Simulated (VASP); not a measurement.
Set up this calculation in VASP 6.6.1, as the native input.

| Item | Value |
| --- | --- |
| Task | single point |
| Functional | PBE |
| Potentials or basis | VASP PAW PBE potentials, release 64 (Pt, H) |
| Cutoff | 520 eV |
| k mesh | 5 × 5 × 1 |
| Occupations | gaussian, width 0.1 eV |
| Spin | no spin polarisation |
| Dipole correction | yes |
| Further INCAR settings | ALGO = Normal; EDIFF = 1e-06; NBANDS = 74 |

The structure of HPt6 lies in POSCAR:

```
HPt6
1.0
    5.6143281343      0.0000000000      0.0000000000
    0.0000000000      5.6143281343      0.0000000000
    0.0000000000      0.0000000000     21.8513792319
Pt H
12 2
Direct
    0.2500000000      0.2500000000      0.1830548066
    0.2500000000      0.7500000000      0.1830548066
    0.7500000000      0.2500000000      0.1830548066
    0.7500000000      0.7500000000      0.1830548066
    0.0000000000      0.0000000000      0.2712126041
    0.0000000000      0.5000000000      0.2712126041
    0.5000000000      0.0000000000      0.2712126041
    0.5000000000      0.5000000000      0.2712126041
    0.2500000000      0.2500000000      0.3593081768
    0.2500000000      0.7500000000      0.3593081768
    0.7500000000      0.2500000000      0.3593081768
    0.7500000000      0.7500000000      0.3593081768
   -0.0578876033      0.0000000000      0.4965992818
    0.0578876033      0.0000000000      0.4965992818
```

One way to write it, as run:

INCAR

```
SYSTEM = HPt6
PREC     = Accurate       ! precision mode
ENCUT    = 520            ! plane-wave cutoff, eV
EDIFF    = 1E-6           ! SCF threshold, eV
ISMEAR   = 0              ! smearing method
SIGMA    = 0.1            ! smearing width, eV
LREAL    = .False.        ! projectors in reciprocal space
LASPH    = .True.         ! aspherical terms in the spheres
NELM     = 100            ! most SCF steps
ALGO     = Normal         ! electronic algorithm
ISIF     = 2              ! what is computed and relaxed
LWAVE    = .False.        ! write WAVECAR
LCHARG   = .True.         ! write CHGCAR
LDIPOL   = .True.       
IDIPOL   = 3            
DIPOL    = 0.5 0.5 0.303
GGA      = PE             ! functional
LELF     = .True.         ! ELF
LVHAR    = .True.       
LVACPOTAV= .True.       
NBANDS   = 74             ! bands
```

KPOINTS

```
regular mesh
0
Gamma
  5 5 1
  0 0 0
```

Potentials or basis: VASP PAW PBE potentials, release 64 (Pt, H).

Launch:

```bash
$ cat potpaw_PBE.64/Pt/POTCAR potpaw_PBE.64/H/POTCAR > POTCAR
$ mpirun -np 1 vasp_std > vasp.out
```

It gave:

```
Largest force          : 4.907 eV/Å
Band gap on the k mesh : zero (bands 61 and 62 overlap by 0.16 eV)
```

Caveat: spin-orbit coupling is left out, which moves the levels of the heavy elements.

Wall time 13 min on 1 thread of Intel(R) Xeon(R) 6975P-C (Granite Rapids), on a shared host, peak memory 0.78 GiB.
